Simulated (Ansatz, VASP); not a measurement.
**BiN: VASP beside Ansatz**

```
Bi N
1.0
     3.48928    0.00000    0.00000
    -1.74464    3.02181    0.00000
     0.00000    0.00000    6.35122
Bi N
2 2
Direct
  0.00000 0.00000 0.00000
  0.00000 0.00000 0.50000
  0.33333 0.66667 0.25000
  0.66667 0.33333 0.75000
```

Alike in both runs: functional PBEsol; k mesh 10 × 10 × 6; occupations gaussian, width 0.05 eV; no spin polarisation.

Ansatz relaxed the structure, and its values are those at the end. VASP's run is a single point on that final structure, the one shown.

|  | VASP | Ansatz |
| --- | --- | --- |
| version | VASP 6.6.1 | Ansatz 0.2.0 |
| potentials or method | VASP PAW PBE potentials, release 64 (Bi_d, N), cutoff 520 eV | scalar-relativistic, plane waves, PAW |
| valence electrons in the cell | 40 | 40 |

```csv
,VASP,Ansatz,Ansatz less VASP
pressure (GPa),0.0,0.0,-0.02
```

VASP's potentials were made for PBE, not for PBEsol.

Neither program's run includes spin-orbit coupling.
